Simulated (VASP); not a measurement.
**PbF2 (fluorite): single point with HSE06**

PbF2 (fluorite):

```xyz
3
Lattice="0.0000 3.0283 3.0283 3.0283 0.0000 3.0283 3.0283 3.0283 0.0000" Properties=species:S:1:pos:R:3 pbc="T T T"
Pb    0.0000    0.0000    0.0000
F     1.5141    1.5141    1.5141
F     4.5424    4.5424    4.5424
```

This cell differs from its parent crystal: volume scaled by 1.06.

```
Program                            : VASP 6.6.1
Task                               : single point
Functional                         : HSE06
Potentials or basis                : VASP PAW PBE potentials, release 64 (Pb_d, F)
Cutoff                             : 520 eV
k mesh                             : 4 × 4 × 4
Occupations                        : gaussian, width 0.01 eV
Spin                               : no spin polarisation
Dipole correction                  : no
Grid for exact exchange (PRECFOCK) : Normal
Further INCAR settings             : ALGO = Normal; EDIFF = 1e-07; NBANDS = 21
Screening parameter                : 0.2079 1/Å
```

| Quantity | Value |
| --- | --- |
| Pressure | -3.4 GPa |
| Band gap on the k mesh | 5.77 eV, indirect (least direct gap 5.90 eV) |

Levels at points of the mesh, in eV from the valence-band top:
| k point | band 10 | band 11 | band 12 | band 13 | band 14 | band 15 | band 16 | band 17 | band 18 | band 19 |
| --- | --- | --- | --- | --- | --- | --- | --- | --- | --- | --- |
| (0.00, 0.00, 0.00) | -2.67 | -2.67 | -2.15 | -2.15 | -2.15 | 8.15 | 8.15 | 8.15 | 11.81 | 16.57 |
| (0.50, 0.00, 0.00) | -2.80 | -2.80 | -2.34 | -2.34 | -0.08 | 6.32 | 8.97 | 8.97 | 14.53 | 15.17 |
| (0.50, 0.50, 0.00) | -3.62 | -1.76 | -1.76 | -1.74 | -0.13 | 5.77 | 9.19 | 9.19 | 10.39 | 15.56 |

Run time: 25 min on 1 thread of Oxide Virtual Turin-like Processor (shared host), peak memory 0.26 GiB.

Caveat: the k points lie up to 0.45 Å⁻¹ apart; the PAW data sets were made with another functional, which shifts forces and pressure a little; spin-orbit coupling is left out, which moves the levels of the heavy elements. A k mesh can miss the band edges.
